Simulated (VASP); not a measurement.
# MgSi (P4mm) in VASP: a series of runs, part 2 of 2

VASP 6.6.1.

**3. Single point, LDA**

INCAR reads:

```
PREC = Accurate
ENCUT = 520
EDIFF = 1E-6
ISMEAR = 0
SIGMA = 0.15
LREAL = F
LASPH = T
NELM = 100
ALGO = Normal
ISIF = 2
LWAVE = F
LCHARG = T
GGA = CA
LELF = T
LVHAR = T
NBANDS = 10
```

KPOINTS reads:

```
Automatic mesh
0
Gamma
  16 16 12
```

POSCAR reads:

```
MgSi
1.0
    2.9083940000      0.0000000000      0.0000000000
    0.0000000000      2.9083940000      0.0000000000
    0.0000000000      0.0000000000      4.1034270000
Mg Si
1 1
Direct
    0.0000000000      0.0000000000     -0.0548322171
    0.5000000000      0.5000000000      0.5000000000
```

Potentials or basis: VASP PAW LDA potentials, release 64 (Mg, Si).

Launch:

```bash
$ cat potpaw_LDA.64/Mg/POTCAR potpaw_LDA.64/Si/POTCAR > POTCAR
$ mpirun -np 1 vasp_std > vasp.out
```

OUTCAR:

```text
PREC = Accurate
   ENCUT = 520
   EDIFF = 1E-6
   ISMEAR = 0
   LREAL = F
   LASPH = T
   NELM = 100
   ISIF = 2
   GGA = CA

 ion  position               nearest neighbor table
   1  0.000  0.000  0.945-   2 2.75   2 2.75   2 2.75   2 2.75   2 3.07   2 3.07   2 3.07   2 3.07

   2  0.500  0.500  0.500-   1 2.75   1 2.75   1 2.75   1 2.75   1 3.07   1 3.07   1 3.07   1 3.07

  LATTYP: Found a simple tetragonal cell.
 ALAT       =     2.9083940000
 C/A-ratio  =     1.4108910278

  Lattice vectors:

 A1 = (   2.9083940000,   0.0000000000,   0.0000000000)
 A2 = (   0.0000000000,   2.9083940000,   0.0000000000)
 A3 = (   0.0000000000,   0.0000000000,   4.1034270000)

Analysis of symmetry for initial positions (statically):
=====================================================================
 Subroutine PRICEL returns:
 Original cell was already a primitive cell.

 Routine SETGRP: Setting up the symmetry group for a
 simple tetragonal supercell.

 Subroutine GETGRP returns: Found  8 space group operations
 (whereof  8 operations were pure point group operations)
 out of a pool of 16 trial point group operations.

The static configuration has the point symmetry C_4v.

Analysis of symmetry for dynamics (positions and initial velocities):
=====================================================================
 Subroutine PRICEL returns:
 Original cell was already a primitive cell.

 Routine SETGRP: Setting up the symmetry group for a
 simple tetragonal supercell.

 Subroutine GETGRP returns: Found  8 space group operations
 (whereof  8 operations were pure point group operations)
 out of a pool of 16 trial point group operations.

The dynamic configuration has the point symmetry C_4v.

 Subroutine INISYM returns: Found  8 space group operations
 (whereof  8 operations are pure point group operations),
 and found     1 'primitive' translations

[... 119 lines left out ...]
   GGA     = CA    functional components
   LHFCALC =     F    Hartree Fock is set to
   AEXX    =    0.0000 exact exchange contribution
   IVDW    =     0    specifies the selected vdW correction
   LEPSILON=     F    determine dielectric tensor
   LRPA    =     F    only Hartree local field effects (RPA)
 non-spin polarized calculation
 Gauss-broadening in eV      SIGMA  =   0.15
  energy-cutoff  :      520.00
  volume of cell :       34.71
 maximum number of plane-waves:       952
 NGX is ok and might be reduce to    24
   NGX = 11   NGY = 11   NGZ = 15

 number of electron       6.0000000 magnetization

 Free energy of the ion-electron system (eV)
  ---------------------------------------------------
  ext. energy  EPLUGINS =         0.00000000
  ---------------------------------------------------
  free energy    TOTEN  =        -7.58721251 eV

  energy without entropy =       -7.57761143  energy(sigma->0) =       -7.58241197

 E-fermi :   6.0017     XC(G=0): -10.0498

 val. band max:        5.9862173126   @ k =   0.1875   0.1875   0.0000
 cond. band min:       6.0027591578   @ k =   0.2500   0.2500   0.1667
 fundamental gap:      0.0165418452
 Fermi energy:         6.0016680162

 k-point     1 :       0.0000    0.0000    0.0000
  band No.  band energies     occupation
      1      -5.2411      2.00000
      2       3.2680      2.00000
      3       4.9970      2.00000
      4      10.2485      0.00000
      5      10.2485      0.00000
      6      11.3941      0.00000
      7      14.2654      0.00000
      8      18.5401      0.00000
      9      18.5401      0.00000
     10      18.9417      0.00000
[... 287 lines left out ...]
 k-point    24 :       0.5000    0.1250    0.0000
  band No.  band energies     occupation
      1      -1.6545      2.00000
      2       0.3728      2.00000
      3       6.1865      0.08144
      4       8.7623      0.00000
      5       9.1949      0.00000
      6      10.2445      0.00000
      7      10.2554      0.00000
      8      13.4307      0.00000
      9      18.2270      0.00000
     10      18.6023      0.00000

 [... further k-points ...]

------------------------ aborting loop because EDIFF is reached ----------------------------------------

  FORCE on cell =-STRESS in cart. coord.  units (eV):
  Direction    XX          YY          ZZ          XY          YZ          ZX
  --------------------------------------------------------------------------------------
  -------------------------------------------------------------------------------------
  Total       -0.2529907     -0.2529907     -0.8219420      0.0000000      0.0000000      0.0000000
  in kB      -11.6778261    -11.6778261    -37.9401069      0.0000000      0.0000000      0.0000000
  external PRESSURE =     -20.4319197 kB  Pullay stress =       0.0000000 kB

 VOLUME and BASIS-vectors are now :
 -----------------------------------------------------------------------------
  energy-cutoff  :      520.00
  volume of cell :       34.71
      direct lattice vectors                 reciprocal lattice vectors
     2.908394000  0.000000000  0.000000000     0.343832369  0.000000000  0.000000000
     0.000000000  2.908394000  0.000000000     0.000000000  0.343832369  0.000000000
     0.000000000  0.000000000  4.103427000     0.000000000  0.000000000  0.243698743

 POSITION                                       TOTAL-FORCE (eV/Angst)
 -----------------------------------------------------------------------------------
      0.00000      0.00000      3.87843        -0.000000     -0.000000      0.790227
      1.45420      1.45420      2.05171         0.000000      0.000000     -0.790227
 -----------------------------------------------------------------------------------
    total drift:                               -0.000000     -0.000000     -0.000018

  FREE ENERGIE OF THE ION-ELECTRON SYSTEM (eV)
  ---------------------------------------------------
  free  energy   TOTEN  =        -7.5872125068 eV

  energy  without entropy=       -7.5776114290  energy(sigma->0) =       -7.58241197
```

It took 30 s on 1 thread of Intel Xeon Platinum 8559C (Emerald Rapids), shared host; peak memory 0.23 GiB.

What came out:

```
Free energy            : -7.5872 eV
Pressure               : -2.0 GPa
Largest force          : 0.790 eV/Å
Band gap on the k mesh : zero (bands 3 and 4 overlap by 6.22 eV)
```

Forces in eV/Å, atoms in the order of the input:
```
Mg   0.000  0.000  0.790
Si   0.000  0.000 -0.790
```

Stress tensor (GPa, compression positive):
```
-1.17  0.00  0.00
 0.00 -1.17  0.00
 0.00  0.00 -3.79
```

Levels at points of the mesh, in eV from the Fermi level:
| k point | band 1 | band 2 | band 3 | band 4 | band 5 | band 6 | band 7 | band 8 |
| --- | --- | --- | --- | --- | --- | --- | --- | --- |
| (0.00, 0.00, 0.00) | -11.24 | -2.73 | -1.00 | 4.25 | 4.25 | 5.39 | 8.26 | 12.54 |
| (0.50, 0.00, 0.00) | -7.91 | -5.88 | -0.05 | 2.52 | 2.97 | 4.03 | 6.39 | 10.09 |
| (0.50, 0.50, 0.00) | -4.43 | -3.10 | -3.10 | 0.40 | 2.71 | 5.69 | 5.69 | 6.21 |
| (0.00, 0.00, 0.50) | -10.27 | -6.99 | 4.70 | 4.70 | 6.59 | 7.40 | 8.28 | 8.97 |
| (0.50, 0.00, 0.50) | -7.09 | -4.93 | -3.67 | -1.51 | 6.92 | 9.66 | 10.40 | 10.93 |
| (0.50, 0.50, 0.50) | -3.50 | -2.38 | -2.38 | -0.50 | 1.33 | 1.33 | 1.33 | 5.06 |

Caveat: the cell differs from its parent crystal (all Mg atoms moved +0.225 Å, as atom 1 towards its neighbour atom 1 (Mg) at 4.103 Å).

**4. Single point, LDA**

INCAR reads:

```
SYSTEM = MgSi
PREC = Accurate ; ENCUT = 520
EDIFF = 1E-7 ; ISMEAR = 0
SIGMA = 0.15 ; LREAL = .FALSE.
LASPH = .TRUE. ; NELM = 80
ALGO = Normal ; ISIF = 2
LWAVE = .FALSE. ; LCHARG = .FALSE.
NBANDS = 10
```

KPOINTS reads:

```
regular mesh
0
G
  16 16 12
  0 0 0
```

Changes to POSCAR since step 3:

```diff
@@ -8,3 +8,3 @@
 Direct
-    0.0000000000      0.0000000000     -0.0548322171
+    0.0000000000      0.0000000000      0.0365548114
     0.5000000000      0.5000000000      0.5000000000
```

Launch:

```bash
$ cat potpaw_LDA.64/Mg/POTCAR potpaw_LDA.64/Si/POTCAR > POTCAR
$ mpirun -np 1 vasp_std > vasp.out
```

It took 30 s on 1 thread of Intel Xeon Platinum 8559C (Emerald Rapids), shared host; peak memory 0.23 GiB.

It converged, with:

```
Free energy            : -7.6361 eV
Pressure               : -2.9 GPa
Largest force          : 0.517 eV/Å
Band gap on the k mesh : zero (bands 3 and 4 overlap by 6.32 eV)
```

Forces in eV/Å, atoms in the order of the input:
```
Mg   0.000  0.000 -0.517
Si   0.000  0.000  0.517
```

Stress tensor (GPa, compression positive):
```
-2.05  0.00  0.00
 0.00 -2.05  0.00
 0.00  0.00 -4.68
```

Levels at points of the mesh, in eV from the Fermi level:
```csv
k point,band 1,band 2,band 3,band 4,band 5,band 6,band 7
"(0.00, 0.00, 0.00)",-11.23,-2.77,-1.01,4.28,4.28,5.43,8.27
"(0.50, 0.00, 0.00)",-7.89,-5.86,-0.08,2.50,2.93,4.03,6.42
"(0.50, 0.50, 0.00)",-4.41,-3.07,-3.07,0.40,2.73,5.63,5.63
"(0.00, 0.00, 0.50)",-10.23,-7.04,4.75,4.75,6.71,7.45,8.39
"(0.50, 0.00, 0.50)",-7.05,-4.89,-3.72,-1.57,6.97,9.69,10.42
"(0.50, 0.50, 0.50)",-3.46,-2.32,-2.32,-0.54,1.26,1.26,1.34
```

Caveat: the cell differs from its parent crystal (all Mg atoms moved -0.150 Å, as atom 1 towards its neighbour atom 1 (Mg) at 4.103 Å).

**5. Single point, LDA**

INCAR reads:

```
ALGO = Normal
EDIFF = 1E-6
ENCUT = 520
ISIF = 2
ISMEAR = 0
LASPH = T
LCHARG = F
LREAL = F
LWAVE = F
NBANDS = 10
NELM = 100
PREC = Accurate
SIGMA = 0.15
```

KPOINTS reads:

```
k-points
0
Gamma
  16 16 12
```

Changes to POSCAR since step 4:

```diff
@@ -8,3 +8,3 @@
 Direct
-    0.0000000000      0.0000000000      0.0365548114
+    0.0000000000      0.0000000000     -0.0639709199
     0.5000000000      0.5000000000      0.5000000000
```

Launch:

```bash
$ cat potpaw_LDA.64/Mg/POTCAR potpaw_LDA.64/Si/POTCAR > POTCAR
$ mpirun -np 1 vasp_std > vasp.out
```

Wall time 30 s (1 thread of Intel Xeon Platinum 8559C (Emerald Rapids), shared host); peak memory 0.23 GiB.

The run converged. Its results:

```
Free energy            : -7.5549 eV
Pressure               : -1.5 GPa
Largest force          : 0.933 eV/Å
Band gap on the k mesh : zero (bands 3 and 4 overlap by 6.15 eV)
```

Forces in eV/Å, atoms in the order of the input:
```
Mg   0.000  0.000  0.933
Si   0.000  0.000 -0.933
```

Stress tensor (GPa, compression positive):
```
-0.59  0.00  0.00
 0.00 -0.59  0.00
 0.00  0.00 -3.24
```

Levels at points of the mesh, in eV from the Fermi level:
```tsv
k point	band 1	band 2	band 3	band 4	band 5	band 6
(0.00, 0.00, 0.00)	-11.25	-2.71	-1.00	4.23	4.23	5.37
(0.50, 0.00, 0.00)	-7.92	-5.88	-0.03	2.54	3.00	4.02
(0.50, 0.50, 0.00)	-4.44	-3.12	-3.12	0.40	2.71	5.73
(0.00, 0.00, 0.50)	-10.30	-6.95	4.67	4.67	6.52	7.36
(0.50, 0.00, 0.50)	-7.11	-4.95	-3.63	-1.48	6.89	9.65
(0.50, 0.50, 0.50)	-3.53	-2.41	-2.41	-0.47	1.33	1.38
```

Caveat: the cell differs from its parent crystal (all Mg atoms moved +0.263 Å, as atom 1 towards its neighbour atom 1 (Mg) at 4.103 Å).

**6. Single point, LDA**

INCAR reads:

```
SYSTEM = MgSi
PREC     = Accurate       ! precision mode
ENCUT    = 520            ! plane-wave cutoff, eV
EDIFF    = 1E-7           ! SCF threshold, eV
ISMEAR   = 0              ! smearing method
SIGMA    = 0.15           ! smearing width, eV
LREAL    = .False.        ! projectors in reciprocal space
LASPH    = .True.         ! aspherical terms in the spheres
NELM     = 80             ! most SCF steps
ALGO     = Normal         ! electronic algorithm
ISIF     = 2              ! what is computed and relaxed
LWAVE    = .False.        ! write WAVECAR
LCHARG   = .True.         ! write CHGCAR
GGA      = CA             ! functional
LELF     = .True.         ! ELF
LVHAR    = .True.       
NBANDS   = 10             ! bands
```

KPOINTS reads:

```
regular mesh
0
Gamma
  16 16 12
  0 0 0
```

Changes to POSCAR since step 5:

```diff
@@ -8,3 +8,3 @@
 Direct
-    0.0000000000      0.0000000000     -0.0639709199
+    0.0000000000      0.0000000000     -0.0456935142
     0.5000000000      0.5000000000      0.5000000000
```

Potentials or basis: VASP PAW LDA potentials, release 64 (Mg, Si).

Launch:

```bash
$ cat potpaw_LDA.64/Mg/POTCAR potpaw_LDA.64/Si/POTCAR > POTCAR
$ mpirun -np 1 vasp_std > vasp.out
```

It took 31 s on 1 thread of Intel Xeon Platinum 8559C (Emerald Rapids), shared host; peak memory 0.22 GiB.

Results (log left out):

```yaml
Free_energy: -7.6142 eV
Pressure: -2.5 GPa
Largest_force: 0.652 eV/Å
Band_gap_on_the_k_mesh: zero (bands 3 and 4 overlap by 6.27 eV)
```

Forces on the atoms (eV/Å):
```
Mg   0.000  0.000  0.652
Si   0.000  0.000 -0.652
```

Stress tensor (GPa, compression positive):
```
-1.65  0.00  0.00
 0.00 -1.65  0.00
 0.00  0.00 -4.28
```

Levels at points of the mesh, in eV from the Fermi level:
```csv
k point,band 1,band 2,band 3,band 4,band 5,band 6
"(0.00, 0.00, 0.00)",-11.24,-2.75,-1.01,4.26,4.26,5.41
"(0.50, 0.00, 0.00)",-7.90,-5.87,-0.07,2.51,2.95,4.03
"(0.50, 0.50, 0.00)",-4.42,-3.09,-3.09,0.40,2.72,5.66
"(0.00, 0.00, 0.50)",-10.25,-7.02,4.73,4.73,6.66,7.42
"(0.50, 0.00, 0.50)",-7.07,-4.91,-3.69,-1.54,6.95,9.68
"(0.50, 0.50, 0.50)",-3.48,-2.35,-2.35,-0.52,1.29,1.29
```

Caveat: the cell differs from its parent crystal (all Mg atoms moved +0.188 Å, as atom 1 towards its neighbour atom 1 (Mg) at 4.103 Å).

**7. Summary**

| cell | gap on the mesh (eV) | pressure (GPa) | largest force (eV/Å) |
| --- | --- | --- | --- |
| as given, atomic positions A | none | -0.8 | 1.08 |
| as given, atomic positions B | none | -2.0 | 0.79 |
| as given, atomic positions C | none | -2.9 | 0.52 |
| as given, atomic positions D | none | -1.5 | 0.93 |
| as given, atomic positions E | none | -2.5 | 0.65 |

Alike in all rows: task single point; level LDA; potentials or basis VASP PAW LDA potentials, release 64 (Mg, Si); no spin polarisation; k mesh 16 × 16 × 12; cutoff (eV) 520; smearing gaussian 0.15 eV.

Caveats: forces of over 1 eV/Å act on the atoms, so gaps and moduli don't describe the material at rest (at least some runs).

Absolute energies hang on the potentials; compare differences alone.

The gap in the log of VASP goes by the Fermi energy; the results here count the filled bands.